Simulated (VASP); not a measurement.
Mn: single point with PBE

Crystal: Mn.

```
Mn
1.0
    -1.54858    1.54858    1.54858
     1.54858   -1.54858    1.54858
     1.54858    1.54858   -1.54858
Mn
1
Direct
  0.00000 0.00000 0.00000
```

```json
{"Program": "VASP 6.6.1", "Task": "single point", "Functional": "PBE", "Potentials or basis": "VASP PAW PBE potentials, release 64 (Mn_pv)", "Cutoff": "500 eV", "k mesh": "8 × 8 × 8", "Occupations": "fermi-dirac, width 0.1 eV", "Spin": "no spin polarisation", "Dipole correction": "no", "Further INCAR settings": "ALGO = Normal; EDIFF = 1e-06; NBANDS = 12"}
```

```json
{"Pressure": "-42.4 GPa"}
```

Levels at points of the mesh, in eV from the Fermi level:
```tsv
k point	band 4	band 5	band 6	band 7	band 8	band 9
(0.00, 0.00, 0.00)	-7.04	-1.00	-1.00	-1.00	0.25	0.25
(0.50, 0.00, 0.00)	-3.35	-1.91	0.21	0.41	0.52	1.21
(0.50, 0.50, 0.50)	-2.98	-2.98	0.99	0.99	0.99	8.32
```

Wall time 3.4 s on 1 thread of AMD EPYC 9R45 96-Core Processor (Zen 5), on a shared host, peak memory 0.09 GiB.

Caveat: the run has no spin polarisation, though such a crystal can be magnetic. Spin polarisation is off, so any magnetic state and its effect on volume and gap are missing.
